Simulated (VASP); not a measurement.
# Al2GaP3 (P-3m1) in VASP: a series of runs

The runs below take Al2GaP3 through relaxation of cell and atoms, single point, with PBE.

All numbers are computed with VASP 6.6.1; they aren't measurements. Logs are shortened: lines on timing, memory, paths and dates and some standing lists are left out, and cuts for length are marked.

## (1) The cell of the first run

Symmetry: P-3m1, No. 164, trigonal system. Conventional cell: a = 4.637 Å, b = 4.637 Å, c = 6.047 Å, α = 90.00°, β = 90.00°, γ = 120.00°. Within 3.5 Å of Al (site symmetry 3m) lie 3 P at 2.62 Å and 3 Ga at 2.79 Å and 3 Al at 3.09 Å. Ga (site symmetry -3m) has 6 Al at 2.79 Å within 3.7 Å. Within 3.1 Å of P (site symmetry 2/m) lie 4 P at 2.32 Å and 2 Al at 2.62 Å.

## (2) Relaxation of cell and atoms, PBE

The input, INCAR:

```
ALGO = Normal ; EDIFF = 1E-6
EDIFFG = -0.04 ; ENCUT = 600
GGA = PE ; IBRION = 2
ISIF = 3 ; ISMEAR = 0
LASPH = True ; LCHARG = False
LREAL = False ; LWAVE = False
NELM = 100 ; NSW = 90
PREC = Accurate ; SIGMA = 0.1
```

The input, KPOINTS:

```
k-points
0
Gamma
  6 6 4
```

The input, POSCAR:

```
Al2GaP3
1.0
    4.6372978841      0.0000000000      0.0000000000
   -2.3186489420      4.0160177725      0.0000000000
    0.0000000000      0.0000000000      6.0466664780
Al Ga P
2 1 3
Direct
    0.3333333333      0.6666666667      0.8731582770
    0.6666666667      0.3333333333      0.1268417230
    0.0000000000      0.0000000000      0.0000000000
    0.5000000000      0.0000000000      0.5000000000
    0.0000000000      0.5000000000      0.5000000000
    0.5000000000      0.5000000000      0.5000000000
```

Potentials or basis: VASP PAW PBE potentials, release 64 (Al, Ga_d, P).

On the command line:

```bash
$ cat potpaw_PBE.64/Al/POTCAR potpaw_PBE.64/Ga_d/POTCAR potpaw_PBE.64/P/POTCAR > POTCAR
$ mpirun -np 1 vasp_std > vasp.out
```

OUTCAR:

```text
EDIFF = 1E-6
   EDIFFG = -0.04
   ENCUT = 600
   GGA = PE
   IBRION = 2
   ISIF = 3
   ISMEAR = 0
   LASPH = True
   LREAL = False
   NELM = 100
   NSW = 90
   PREC = Accurate

 ion  position               nearest neighbor table
   1  0.333  0.667  0.873-   4 2.62   5 2.62   6 2.62   3 2.79   3 2.79   3 2.79   2 3.09   2 3.09
                             2 3.09
   2  0.667  0.333  0.127-   4 2.62   5 2.62   6 2.62   3 2.79   3 2.79   3 2.79   1 3.09   1 3.09
                             1 3.09
   3  0.000  0.000  0.000-   1 2.79   2 2.79   1 2.79   2 2.79   2 2.79   1 2.79
   4  0.500  0.000  0.500-   6 2.32   6 2.32   5 2.32   5 2.32   1 2.62   2 2.62
   5  0.000  0.500  0.500-   4 2.32   4 2.32   6 2.32   6 2.32   1 2.62   2 2.62
   6  0.500  0.500  0.500-   4 2.32   4 2.32   5 2.32   5 2.32   1 2.62   2 2.62

  LATTYP: Found a hexagonal cell.
 ALAT       =     4.6372978841
 C/A-ratio  =     1.3039202202

  Lattice vectors:

 A1 = (   4.6372978841,   0.0000000000,   0.0000000000)
 A2 = (  -2.3186489420,   4.0160177725,   0.0000000000)
 A3 = (   0.0000000000,   0.0000000000,   6.0466664780)

Analysis of symmetry for initial positions (statically):
=====================================================================
 Subroutine PRICEL returns:
 Original cell was already a primitive cell.

 Routine SETGRP: Setting up the symmetry group for a
 hexagonal supercell.

 Subroutine GETGRP returns: Found 12 space group operations
 (whereof 12 operations were pure point group operations)
 out of a pool of 24 trial point group operations.

The static configuration has the point symmetry D_3d.

Analysis of symmetry for dynamics (positions and initial velocities):
=====================================================================
 Subroutine PRICEL returns:
 Original cell was already a primitive cell.

 Routine SETGRP: Setting up the symmetry group for a
 hexagonal supercell.

 Subroutine GETGRP returns: Found 12 space group operations
 (whereof 12 operations were pure point group operations)
 out of a pool of 24 trial point group operations.

The dynamic configuration has the point symmetry D_3d.

 Subroutine INISYM returns: Found 12 space group operations
 (whereof 12 operations are pure point group operations),
 and found     1 'primitive' translations

----------------------------------------------------------------------------------------

                                     Primitive cell

  volume of cell :     112.6099

  direct lattice vectors                    reciprocal lattice vectors
     4.637297884  0.000000000  0.000000000     0.215642822  0.124501441  0.000000000
    -2.318648942  4.016017772  0.000000000     0.000000000  0.249002882  0.000000000
     0.000000000  0.000000000  6.046666478     0.000000000  0.000000000  0.165380380

  length of vectors
     4.637297884  4.637297884  6.046666478     0.249002882  0.249002882  0.165380380

  position of ions in fractional coordinates (direct lattice)
     0.333333333  0.666666667  0.873158277
     0.666666667  0.333333333  0.126841723
     0.000000000  0.000000000  0.000000000
     0.500000000  0.000000000  0.500000000
     0.000000000  0.500000000  0.500000000
     0.500000000  0.500000000  0.500000000

  ion indices of the primitive-cell ions
   primitive index   ion index
                 1           1
                 2           2
                 3           3
                 4           4
                 5           5
                 6           6

----------------------------------------------------------------------------------------

 KPOINTS: k-points

Automatic generation of k-mesh.
 Grid dimensions read from file:
 generate k-points for:    6    6    4

 Generating k-lattice:

  Cartesian coordinates                     Fractional coordinates (reciprocal lattice)
     0.035940470  0.020750240  0.000000000     0.166666667  0.000000000  0.000000000
     0.000000000  0.041500480  0.000000000     0.000000000  0.166666667  0.000000000
     0.000000000  0.000000000  0.041345095     0.000000000  0.000000000  0.250000000

  Length of vectors
     0.041500480  0.041500480  0.041345095

  Shift w.r.t. Gamma in fractional coordinates (k-lattice)
     0.000000000  0.000000000  0.000000000

 Subroutine IBZKPT returns following result:
 ===========================================

 Found     24 irreducible k-points:

 Following reciprocal coordinates:
            Coordinates               Weight
  0.000000  0.000000  0.000000      1.000000
  0.166667  0.000000  0.000000      6.000000
  0.333333 -0.000000  0.000000      6.000000
  0.500000  0.000000  0.000000      3.000000
  0.166667  0.166667  0.000000      6.000000
  0.333333  0.166667  0.000000     12.000000
[... 16 lines left out ...]
  0.333333  0.166667  0.500000     12.000000
  0.333333  0.333333  0.500000      2.000000
   k-points           NKPTS =     24   k-points in BZ     NKDIM =     24   number of bands    NBANDS=     21
   number of dos      NEDOS =    301   number of ions     NIONS =      6
   total plane-waves  NPLWV =  76800
   dimension x,y,z NGX =    40 NGY =   40 NGZ =   48
   dimension x,y,z NGXF=    80 NGYF=   80 NGZF=   96
   ions per type =               2   1   3
   NGX,Y,Z   is equivalent  to a cutoff of  14.34, 14.34, 13.20 a.u.
   NGXF,Y,Z  is equivalent  to a cutoff of  28.68, 28.68, 26.39 a.u.
 SYSTEM =  unknown system
   PREC   = accura    normal or accurate (medium, high low for compatibility)
   ISTART =      0    job   : 0-new  1-cont  2-samecut
   ICHARG =      2    charge: 1-file 2-atom 10-const
   ISPIN  =      1    spin polarized calculation?
   LNONCOLLINEAR =      F non collinear calculations
   LSORBIT =      F    spin-orbit coupling
   LASPH  =      T    aspherical Exc in radial PAW
   ENCUT  =  600.0 eV  44.10 Ry    6.64 a.u.   9.26  9.26 12.08*2*pi/ulx,y,z
   NELM   =    100;   NELMIN=  2; NELMDL= -5     # of ELM steps
   EDIFF  = 0.1E-05   stopping-criterion for ELM
   LREAL  =      F    real-space projection
   EDIFFG = -.4E-01   stopping-criterion for IOM
   NSW    =     90    number of steps for IOM
   IBRION =      2    ionic relax: 0-MD 1-quasi-New 2-CG
   NFREE  =      1    steps in history (QN), initial steepest desc. (CG)
   ISIF   =      3    stress and relaxation
   ISYM   =      2    0-nonsym 1-usesym 2-fastsym
   POTIM  = 0.5000    time-step for ionic-motion
   TEBEG  =    0.0;   TEEND  =   0.0 temperature during run
   PSTRESS=    0.0 pullay stress
   NELECT =      34.0000    total number of electrons
   NUPDOWN=      -1.0000    fix difference up-down
   EMIN   =  10.00;   EMAX   =-10.00  energy-range for DOS
   EFERMI =   0.00;   METHOD = LEGACY
   ISMEAR =     0;   SIGMA  =   0.10  broadening in eV -4-tet -1-fermi 0-gaus
   EFERMI_NEDOS =   21; number of points for ismear=-14 and -15
   IALGO  =     38    algorithm
   IMIX   =      4    mixing-type and parameters
     AMIX     =   0.40;   BMIX     =  1.00
     AMIX_MAG =   1.60;   BMIX_MAG =  1.00
  volume/ion in A,a.u.               =      18.77       126.65
  Fermi-wavevector in a.u.,A,eV,Ry     =   1.098270  2.075428 16.411292  1.206196
  Thomas-Fermi vector in A             =   2.234644
   LORBIT       =      0    0 simple, 1 ext, 2 COOP (PROOUT), +10 PAW based schemes
   GGA     = PE    functional components
   LHFCALC =     F    Hartree Fock is set to
   AEXX    =    0.0000 exact exchange contribution
   IVDW    =     0    specifies the selected vdW correction
   LEPSILON=     F    determine dielectric tensor
   LRPA    =     F    only Hartree local field effects (RPA)
 conjugate gradient relaxation of ions
 non-spin polarized calculation
 Gauss-broadening in eV      SIGMA  =   0.10
  energy-cutoff  :      600.00
  volume of cell :      112.61
 maximum number of plane-waves:      3780
 NGX is ok and might be reduce to    40
   NGX = 19   NGY = 19   NGZ = 25

--------------------------------------- Ionic step        1  -------------------------------------------

 number of electron      34.0000003 magnetization

 Free energy of the ion-electron system (eV)
  ---------------------------------------------------
  ext. energy  EPLUGINS =         0.00000000
  ---------------------------------------------------
  free energy    TOTEN  =       -24.70375511 eV

  energy without entropy =      -24.68922778  energy(sigma->0) =      -24.69649145

------------------------ aborting loop because EDIFF is reached ----------------------------------------

  FORCE on cell =-STRESS in cart. coord.  units (eV):
  Direction    XX          YY          ZZ          XY          YZ          ZX
  --------------------------------------------------------------------------------------
  -------------------------------------------------------------------------------------
  Total        0.6429006      0.6429006     -0.7253368      0.0000000      0.0000000     -0.0000000
  in kB        9.1469806      9.1469806    -10.3198563      0.0000000      0.0000000     -0.0000000
  external PRESSURE =       2.6580350 kB  Pullay stress =       0.0000000 kB
[... 101 lines left out ...]
  FREE ENERGIE OF THE ION-ELECTRON SYSTEM (eV)
  ---------------------------------------------------
  free  energy   TOTEN  =       -24.7229294050 eV

  energy  without entropy=      -24.7007266876  energy(sigma->0) =      -24.71182805

 E-fermi :   6.2166     XC(G=0):  -9.9488

 val. band max:        6.2056136164   @ k =   0.3333   0.1667   0.0000
 cond. band min:       6.2453432604   @ k =   0.3333   0.1667   0.5000
 fundamental gap:      0.0397296440
 Fermi energy:         6.2166132812

 k-point     1 :       0.0000    0.0000    0.0000
  band No.  band energies     occupation
      1      -8.8519      2.00000
      2      -8.8172      2.00000
      3      -8.8172      2.00000
      4      -8.7567      2.00000
      5      -8.7567      2.00000
      6      -8.2646      2.00000
[... 550 lines left out ...]
      5      -8.7538      2.00000
      6      -6.3815      2.00000
[... 13 lines left out ...]
     20       8.3626      0.00000
     21       8.7441      0.00000

[... ionic steps 4 to 23 ...]

--------------------------------------- Ionic step       24  -------------------------------------------

 number of electron      33.9999991 magnetization

------------------------ aborting loop because EDIFF is reached ----------------------------------------

  FORCE on cell =-STRESS in cart. coord.  units (eV):
  Direction    XX          YY          ZZ          XY          YZ          ZX
  --------------------------------------------------------------------------------------
  -------------------------------------------------------------------------------------
  Total       -0.1004178     -0.1004178      0.2357837     -0.0000000      0.0000000      0.0000000
  in kB       -1.5018897     -1.5018897      3.5264793     -0.0000000      0.0000000      0.0000000
  external PRESSURE =       0.1742333 kB  Pullay stress =       0.0000000 kB
[... 65 lines left out ...]
  energy  without entropy=      -24.8638303565  energy(sigma->0) =      -24.87686704

--------------------------------------- Ionic step       26  -------------------------------------------

 number of electron      33.9999992 magnetization

 Free energy of the ion-electron system (eV)
  ---------------------------------------------------
  ext. energy  EPLUGINS =         0.00000000
  ---------------------------------------------------
  free energy    TOTEN  =       -24.89048424 eV

  energy without entropy =      -24.86439394  energy(sigma->0) =      -24.87743909

 E-fermi :   6.9649     XC(G=0): -10.2664

 val. band max:        6.9560770686   @ k =   0.3333   0.1667   0.0000
 cond. band min:       6.9727710350   @ k =   0.0000   0.0000   0.2500
 fundamental gap:      0.0166939664
 Fermi energy:         6.9648620966

 k-point     1 :       0.0000    0.0000    0.0000
  band No.  band energies     occupation
      1      -8.0876      2.00000
      2      -8.0448      2.00000
      3      -8.0448      2.00000
      4      -7.9944      2.00000
      5      -7.9944      2.00000
      6      -7.8485      2.00000
[... 598 lines left out ...]
  FREE ENERGIE OF THE ION-ELECTRON SYSTEM (eV)
  ---------------------------------------------------
  free  energy   TOTEN  =       -24.8904842374 eV

  energy  without entropy=      -24.8643939402  energy(sigma->0) =      -24.87743909

 reached required accuracy - stopping structural energy minimisation
```

It took 17 min on 1 thread of Intel Xeon 6975P-C (Granite Rapids), shared host; peak memory 0.32 GiB.

Results:

- Free energy: -24.8905 eV
- Relaxed volume: 17.81 Å³/atom
- Relaxed cell: a = 4.822 Å, b = 4.822 Å, c = 5.309 Å, α = 90.00°, β = 90.00°, γ = 120.00°
- Space group after relaxing (to 0.05 Å): P-3m1 (No. 164)
- Energy gained by relaxing: 31.1 meV/atom
- Ionic steps: 26
- Pressure after relaxing: 0.0 GPa
- Largest force after relaxing: 0.031 eV/Å
- Band gap on the k mesh: zero (band 17 reaches 7.61 eV, above the bottom of band 18 at 5.98 eV)

Forces in eV/Å, atoms in the order of the input:
```
Al   0.000  0.000  0.031
Al   0.000  0.000 -0.031
Ga   0.000  0.000  0.000
P    0.000  0.000  0.000
P    0.000  0.000  0.000
P    0.000  0.000  0.000
```

Step by step:
| step | energy change (eV) | largest force (eV/Å) | pressure (GPa) | volume (Å³) |
| --- | --- | --- | --- | --- |
| 1 | 0.0000 | 0.1180 | 0.27 | 112.61 |
| 2 | -0.0103 | 0.1242 | -0.12 | 113.11 |
| 3 | -0.0192 | 0.1209 | -0.63 | 113.83 |
| 4 | -0.0408 | 0.0852 | -1.53 | 115.21 |
| 5 | -0.0524 | 0.0833 | -3.11 | 117.77 |
| 6 | -0.0544 | 0.0788 | -2.33 | 116.50 |
| 7 | -0.0588 | 0.0876 | -2.32 | 116.41 |
| 8 | -0.0722 | 0.1181 | -2.29 | 116.15 |
| 9 | -0.0903 | 0.2037 | -2.20 | 115.57 |
| 10 | -0.0920 | 0.2519 | -2.18 | 115.29 |
| 11 | -0.1040 | 0.2783 | -1.83 | 114.44 |
| 12 | -0.1288 | 0.3584 | -0.66 | 111.93 |
| 13 | -0.1248 | 0.5334 | 2.01 | 107.00 |
| 14 | -0.1361 | 0.4369 | 0.49 | 109.68 |
| 15 | -0.1449 | 0.3687 | 0.43 | 109.49 |
| 16 | -0.1602 | 0.1802 | 0.33 | 108.91 |
| 17 | -0.1618 | 0.1078 | 0.28 | 108.66 |
| 18 | -0.1679 | 0.0823 | -0.04 | 108.91 |
| 19 | -0.1751 | 0.0227 | -0.93 | 109.62 |
| 20 | -0.1795 | 0.0461 | -0.67 | 108.96 |
| 21 | -0.1825 | 0.0760 | -0.38 | 108.17 |
| 22 | -0.1811 | 0.1419 | 0.19 | 106.59 |
| 23 | -0.1831 | 0.0986 | -0.22 | 107.62 |
| 24 | -0.1854 | 0.0791 | 0.02 | 107.12 |
| 25 | -0.1861 | 0.0605 | 0.24 | 106.65 |
| 26 | -0.1867 | 0.0307 | 0.03 | 106.88 |

Final structure:
```
CELL_PARAMETERS angstrom
4.82155 0.00000 0.00000
-2.41077 4.17558 0.00000
0.00000 0.00000 5.30860
ATOMIC_POSITIONS crystal
Al 0.33333 0.66667 0.91588
Al 0.66667 0.33333 0.08412
Ga 0.00000 0.00000 0.00000
P 0.50000 0.00000 0.50000
P 0.00000 0.50000 0.50000
P 0.50000 0.50000 0.50000
```

## (3) Single point, PBE

The input, INCAR:

```
SYSTEM = Al2GaP3
PREC = Accurate ; ENCUT = 520
EDIFF = 1E-6 ; ISMEAR = 0
SIGMA = 0.1 ; LREAL = .False.
LASPH = .True. ; NELM = 80
ALGO = Normal ; ISIF = 2
LWAVE = .False. ; LCHARG = .True.
GGA = PE ; LELF = .True.
LVHAR = .True. ; NBANDS = 26
```

The input, KPOINTS:

```
regular mesh
0
Gamma
  6 6 2
  0 0 0
```

Changes to POSCAR since step 2:

```diff
@@ -2,4 +2,4 @@
 1.0
-    4.6372978841      0.0000000000      0.0000000000
-   -2.3186489420      4.0160177725      0.0000000000
+    4.6372978841     -0.0000000031      0.0000000000
+   -2.3186489393      4.0160177741      0.0000000000
     0.0000000000      0.0000000000      6.0466664780
```

Potentials or basis: VASP PAW PBE potentials, release 64 (Al, Ga_d, P).

On the command line:

```bash
$ cat potpaw_PBE.64/Al/POTCAR potpaw_PBE.64/Ga_d/POTCAR potpaw_PBE.64/P/POTCAR > POTCAR
$ mpirun -np 1 vasp_std > vasp.out
```

Wall time 32 s (1 thread of Intel Xeon Platinum 8259CL at 2.50GHz (Skylake/Cascade Lake), shared host); peak memory 0.24 GiB.

Results (log left out):

```yaml
Free_energy: -24.7830 eV
Pressure: -0.1 GPa
Largest_force: 0.007 eV/Å
Band_gap_on_the_k_mesh: zero (band 17 reaches 6.77 eV, above the bottom of band 18 at 5.81 eV)
```

Forces in eV/Å, atoms in the order of the input:
```
Al   0.000  0.000  0.007
Al   0.000  0.000 -0.007
Ga   0.000  0.000  0.000
P    0.000  0.000  0.000
P    0.000  0.000  0.000
P    0.000  0.000  0.000
```

Stress tensor (GPa, compression positive):
```
-0.03  0.00  0.00
 0.00 -0.03  0.00
 0.00  0.00 -0.11
```

Levels at points of the mesh, in eV from the Fermi level:
```
           k point  band 14  band 15  band 16  band 17  band 18  band 19  band 20  band 21
(0.00, 0.00, 0.00)    -0.50    -0.50    -0.30     0.40     0.40     1.13     1.13     1.40
(0.50, 0.00, 0.00)    -1.60    -1.27    -1.05    -0.39    -0.32     0.77     0.87     1.46
(0.00, 0.00, 0.50)    -2.36    -1.15    -1.15    -0.29    -0.29     0.58     0.76     2.47
(0.50, 0.00, 0.50)    -2.61    -0.86    -0.53     0.02     0.43     0.92     1.04     1.17
```

Caveat: the k points lie up to 0.52 Å⁻¹ apart.

(Continued in part 2 of 3.)
